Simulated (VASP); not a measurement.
Wanted: the native input for a VASP 6.6.1 run.

- Task: single point
- Functional: r2SCAN
- Potentials or basis: VASP PAW PBE potentials, release 64 (Co)
- Cutoff: 520 eV
- k mesh: 9 × 9 × 13
- Occupations: fermi-dirac, width 0.1 eV
- Spin: no spin polarisation
- Dipole correction: no
- Further INCAR settings: ALGO = Normal; EDIFF = 1e-06; NBANDS = 20

The system is Co.

```
CELL_PARAMETERS angstrom
3.85899 0.00000 0.00000
-1.92949 3.34198 0.00000
0.00000 0.00000 2.36612
ATOMIC_POSITIONS crystal
Co 0.00000 0.00000 0.00000
Co 0.33333 0.66667 0.50000
Co 0.66667 0.33333 0.50000
```

The input as run:

POSCAR

```
Co
1.0
    3.8589857588      0.0000000000      0.0000000000
   -1.9294928794      3.3419796999      0.0000000000
    0.0000000000      0.0000000000      2.3661206660
Co
3
Direct
    0.0000000000      0.0000000000      0.0000000000
    0.3333333333      0.6666666667      0.5000000000
    0.6666666667      0.3333333333      0.5000000000
```

INCAR.step1

```
SYSTEM = Co
PREC = Accurate
ENCUT = 520
ISMEAR = -1
SIGMA = 0.1
LREAL = .FALSE.
LASPH = .TRUE.
NELM = 60
NBANDS = 20
GGA = PE
ALGO = Normal
EDIFF = 1E-4
LWAVE = .TRUE.
LCHARG = .FALSE.
```

INCAR.step2

```
SYSTEM = Co
PREC = Accurate
ENCUT = 520
EDIFF = 1E-6
ISMEAR = -1
SIGMA = 0.1
LREAL = .FALSE.
LASPH = .TRUE.
NELM = 60
ALGO = Normal
ISIF = 2
LWAVE = .FALSE.
LCHARG = .TRUE.
METAGGA = R2SCAN
LMIXTAU = .TRUE.
LELF = .TRUE.
LVHAR = .TRUE.
NBANDS = 20
ISTART = 1
```

KPOINTS

```
Automatic mesh
0
G
  9 9 13
  0 0 0
```

Potentials or basis: VASP PAW PBE potentials, release 64 (Co).

Command:

```console
$ cat potpaw_PBE.64/Co/POTCAR > POTCAR
$ cp INCAR.step1 INCAR
$ mpirun -np 1 vasp_std > vasp.out
$ cp INCAR.step2 INCAR
$ mpirun -np 1 vasp_std > vasp.out
```

It gave:

```json
{
  "Pressure": "0.4 GPa"
}
```

Caveat: the PAW data sets were made with another functional, which shifts forces and pressure a little; the run has no spin polarisation, though such a crystal can be magnetic.

Run time: 2.4 min on 1 thread of Intel(R) Xeon(R) Platinum 8488C (Sapphire Rapids), with other jobs on the host, peak memory 0.17 GiB.
